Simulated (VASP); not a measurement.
## Cu: single point with r2SCAN

The system is Cu.

```
Cu
1.0
     1.22653   -4.00271    0.00000
     1.22653    4.00271    0.00000
     0.00000    0.00000    2.49189
Cu
2
Direct
  0.86613 0.13387 0.75000
  0.13387 0.86613 0.25000
```

- Program: VASP 6.6.1
- Task: single point
- Functional: r2SCAN
- Potentials or basis: VASP PAW PBE potentials, release 64 (Cu)
- Cutoff: 520 eV
- k mesh: 11 × 11 × 11
- Occupations: fermi-dirac, width 0.05 eV
- Spin: no spin polarisation
- Dipole correction: no
- Further INCAR settings: ALGO = Normal; EDIFF = 1e-06; NBANDS = 18

```
Pressure               : -1.9 GPa
Largest force          : 0.008 eV/Å
Band gap on the k mesh : zero (bands 11 and 12 overlap by 5.72 eV)
```

Forces in eV/Å, atoms in the order of the input:
```
Cu   0.000  0.008  0.000
Cu   0.000 -0.008  0.000
```

Stress tensor (GPa, compression positive):
```
-1.53  0.00  0.00
 0.00 -2.46  0.00
 0.00  0.00 -1.58
```

Levels at points of the mesh, in eV from the Fermi level:
```tsv
k point	band 7	band 8	band 9	band 10	band 11	band 12	band 13	band 14	band 15	band 16
(0.00, 0.00, 0.00)	-2.44	-2.14	-1.96	-1.83	-1.55	-0.02	4.92	15.30	19.00	19.89
```

Wall time 120 s on 1 thread of Intel(R) Xeon(R) 6975P-C (Granite Rapids) (shared host), peak memory 0.21 GiB.

Caveat: the PAW data sets were made with another functional, which shifts forces and pressure a little.
